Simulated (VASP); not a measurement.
Wanted: the native input for a VASP 6.6.1 run.

* Task: single point
* Functional: PBE
* Potentials or basis: VASP PAW PBE potentials, release 64 (Si)
* Cutoff: 520 eV
* k mesh: 10 × 10 × 10
* Occupations: fermi-dirac, width 0.05 eV
* Spin: no spin polarisation
* Dipole correction: no
* Further INCAR settings: ALGO = Normal; EDIFF = 1e-07; NBANDS = 11

The structure of Si lies in POSCAR:

```
Si
1.0
    0.0000000000      2.7135600000      2.7135600000
    2.7135600000      0.0000000000      2.7135600000
    2.7135600000      2.7135600000      0.0000000000
Si
2
Direct
    0.7125000000      0.7125000000      0.7125000000
    0.5375000000      0.5375000000      0.5375000000
```

This cell differs from its parent crystal: shortest bond scaled by 0.7.

The input as run:

INCAR

```
PREC     = Accurate       # precision mode
ENCUT    = 520            # plane-wave cutoff, eV
EDIFF    = 1E-7           # SCF threshold, eV
ISMEAR   = -1             # smearing method
SIGMA    = 0.05           # smearing width, eV
LREAL    = False          # projectors in reciprocal space
LASPH    = True           # aspherical terms in the spheres
NELM     = 100            # most SCF steps
ALGO     = Normal         # electronic algorithm
ISIF     = 2              # what is computed and relaxed
LWAVE    = False          # write WAVECAR
LCHARG   = False          # write CHGCAR
GGA      = PE             # functional
NBANDS   = 11             # bands
```

KPOINTS

```
Automatic mesh
0
Gamma
  10 10 10
```

Potentials or basis: VASP PAW PBE potentials, release 64 (Si).

Command:

```bash
$ cat potpaw_PBE.64/Si/POTCAR > POTCAR
$ mpirun -np 1 vasp_std > vasp.out
```

It gave:

- Pressure: 45.6 GPa
- Largest force: 26.720 eV/Å
- Band gap on the k mesh: zero (bands 4 and 5 overlap by 1.45 eV)

Caveat: the cell differs from its parent crystal (shortest bond scaled by 0.7); the cell stands under pressure; forces of over 1 eV/Å act on the atoms, so gaps and moduli don't describe the material at rest.

Run time: 71 s on 1 thread of Intel Xeon 8259CL, on a shared host, peak memory 0.18 GiB.
